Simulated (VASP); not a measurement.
A run of VASP 6.6.1 is set up as follows.

Contents of POSCAR:

```
TiO2
1.0
   -1.8921000000      1.8921000000      4.7573000000
    1.8921000000     -1.8921000000      4.7573000000
    1.8921000000      1.8921000000     -4.7573000000
Ti O
2 4
Direct
    0.0000000000      0.0000000000      0.0000000000
    0.7500000000      0.2500000000      0.5000000000
    0.2081000000      0.2081000000      0.0000000000
    0.9581000000      0.4581000000      0.5000000000
    0.5419000000      0.0419000000      0.5000000000
    0.7919000000      0.7919000000      0.0000000000
```

The input INCAR.step1:

```
ALGO = Normal ; EDIFF = 1E-5
EDIFFG = -0.005 ; ENCUT = 660
GGA = PE ; GGA_COMPAT = False
IBRION = 2 ; ISIF = 3
ISMEAR = 0 ; KPAR = 4
LASPH = True ; LCHARG = False
LDAU = True ; LDAUJ = 0.9 0
LDAUL = 2 -1 ; LDAUTYPE = 1
LDAUU = 6.9 0 ; LMAXMIX = 4
LREAL = False ; LWAVE = True
NELM = 200 ; NELMIN = 4
NSW = 100 ; PREC = Accurate
SIGMA = 0.01
```

Contents of INCAR.step2:

```
ALGO = Normal ; EDIFF = 1E-7
EDIFFG = -0.03 ; ENCUT = 660
GGA_COMPAT = False ; IBRION = 2
ISIF = 8 ; ISMEAR = 0
ISTART = 1 ; IVDW = 12
KPAR = 4 ; LASPH = True
LCHARG = False ; LDAU = True
LDAUJ = 0.9 0 ; LDAUL = 2 -1
LDAUPRINT = 1 ; LDAUTYPE = 1
LDAUU = 6.9 0 ; LMAXMIX = 4
LMIXTAU = True ; LREAL = False
LWAVE = False ; METAGGA = R2SCAN
NELM = 200 ; NELMIN = 4
NSW = 80 ; PREC = Accurate
SIGMA = 0.01 ; VDW_A1 = 0.49484001
VDW_A2 = 5.73083694 ; VDW_S6 = 1.0
VDW_S8 = 0.78981345
```

KPOINTS

```
k-points
0
Gamma
  5 5 6
```

Potentials or basis: VASP PAW PBE potentials, release 64 (Ti_sv, O).

Launch:

```console
$ cat potpaw_PBE.64/Ti_sv/POTCAR potpaw_PBE.64/O/POTCAR > POTCAR
$ cp INCAR.step1 INCAR
$ mpirun -np 4 vasp_std > vasp.out
$ cp INCAR.step2 INCAR
$ mpirun -np 4 vasp_std > vasp.out
```

**Question.** What does it give for the space group after relaxing (to 0.1 Å)?

**Answer.** I4_1/amd (No. 141).

**Question.** Estimate the relaxed cell.

**Answer.** a = 5.548 Å, b = 5.548 Å, c = 5.548 Å, α = 139.43°, β = 139.43°, γ = 58.71°.

**Question.** Predict the dispersion energy per atom.

**Answer.** -0.102 eV.

**Question.** Estimate the band gap on the k mesh.

**Answer.** 3.40 eV (least direct gap 3.82 eV).

Step by step:
```tsv
step	energy change (eV)	largest force (eV/Å)	pressure (GPa)	volume (Å³)
1	0.0000	0.2206	11.55	68.13
2	0.1306	0.6014	-13.58	76.52
3	-0.1121	0.1516	-0.06	71.37
4	-0.1122	0.1449	0.15	71.31
5	-0.1147	0.0590	0.08	71.44
6	-0.1153	0.0023	0.04	71.53
```

Caveat: the PAW data sets were made with another functional, which shifts forces and pressure a little. A k mesh can miss the band edges.
